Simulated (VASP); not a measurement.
## Zr3MoC: single point with PBE

The system is Zr3MoC.

```
CELL_PARAMETERS angstrom
4.90767 0.00000 0.00000
0.00000 4.90767 0.00000
0.00000 0.00000 4.90767
ATOMIC_POSITIONS crystal
Zr 0.50000 0.00000 0.00000
Zr 0.00000 0.50000 0.00000
Zr 0.00000 0.00000 0.50000
Mo 0.00000 0.00000 0.00000
C 0.50000 0.50000 0.50000
```

```json
{
 "Program": "VASP 6.6.1",
 "Task": "single point",
 "Functional": "PBE",
 "Potentials or basis": "VASP PAW PBE potentials, release 64 (Zr_sv, Mo_sv, C)",
 "Cutoff": "520 eV",
 "k mesh": "4 × 4 × 4",
 "Occupations": "gaussian, width 0.1 eV",
 "Spin": "no spin polarisation",
 "Dipole correction": "no",
 "Further INCAR settings": "ALGO = Normal; EDIFF = 1e-06; NBANDS = 35"
}
```

```yaml
Pressure: 0.3 GPa
Band_gap_on_the_k_mesh: zero (band 27 reaches 6.75 eV, above the bottom of band 28 at 6.05 eV)
```

Levels at points of the mesh, in eV from the Fermi level:
```tsv
k point	band 25	band 26	band 27	band 28	band 29	band 30
(0.00, 0.00, 0.00)	-0.79	-0.39	-0.32	-0.32	-0.32	1.89
(0.50, 0.00, 0.00)	-0.22	-0.22	-0.01	0.15	0.15	0.28
(0.50, 0.50, 0.00)	-0.55	-0.23	-0.23	-0.14	0.20	1.54
(0.50, 0.50, 0.50)	0.05	0.05	0.29	0.41	0.41	0.41
```

Wall time 76 s on 1 thread of Intel(R) Xeon(R) Platinum 8259CL CPU @ 2.50GHz (Skylake/Cascade Lake) (shared host), peak memory 0.25 GiB.
